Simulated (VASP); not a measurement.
Here is a VASP 6.6.1 calculation.

POSCAR

```
Pd
1.0
    0.0000000000      2.8286138129      2.8286138129
    2.8286138129      0.0000000000      2.8286138129
    2.8286138129      2.8286138129      0.0000000000
Pd
2
Direct
    0.1250000000      0.1250000000      0.1250000000
    0.8750000000      0.8750000000      0.8750000000
```

Contents of INCAR.step1:

```
PREC = Accurate ; ENCUT = 520
ISMEAR = -1 ; SIGMA = 0.05
LREAL = F ; LASPH = T
NELM = 150 ; ISPIN = 2
MAGMOM = 0.52 0.52 ; LMAXMIX = 4
NBANDS = 21 ; GGA = PE
ALGO = Normal ; EDIFF = 1E-4
LWAVE = T ; LCHARG = F
```

INCAR.step2

```
PREC = Accurate ; ENCUT = 520
EDIFF = 1E-7 ; ISMEAR = -1
SIGMA = 0.05 ; LREAL = F
LASPH = T ; NELM = 150
ALGO = Normal ; ISIF = 2
LWAVE = F ; LCHARG = F
ISPIN = 2 ; MAGMOM = 0.52 0.52
LORBIT = 11 ; LMAXMIX = 4
METAGGA = R2SCAN ; LMIXTAU = T
NBANDS = 21 ; ISTART = 1
```

KPOINTS

```
regular mesh
0
Gamma
  11 11 11
```

Potentials or basis: VASP PAW PBE potentials, release 64 (Pd).

Command:

```sh
$ cat potpaw_PBE.64/Pd/POTCAR > POTCAR
$ cp INCAR.step1 INCAR
$ mpirun -np 1 vasp_std > vasp.out
$ cp INCAR.step2 INCAR
$ mpirun -np 1 vasp_std > vasp.out
```

Task: Estimate the net moment.

Result: 1.07 μB per cell.

Task: What does it give for the pressure?

Result: 3.5 GPa.

Caveat: the cell stands under pressure; the PAW data sets were made with another functional, which shifts forces and pressure a little.
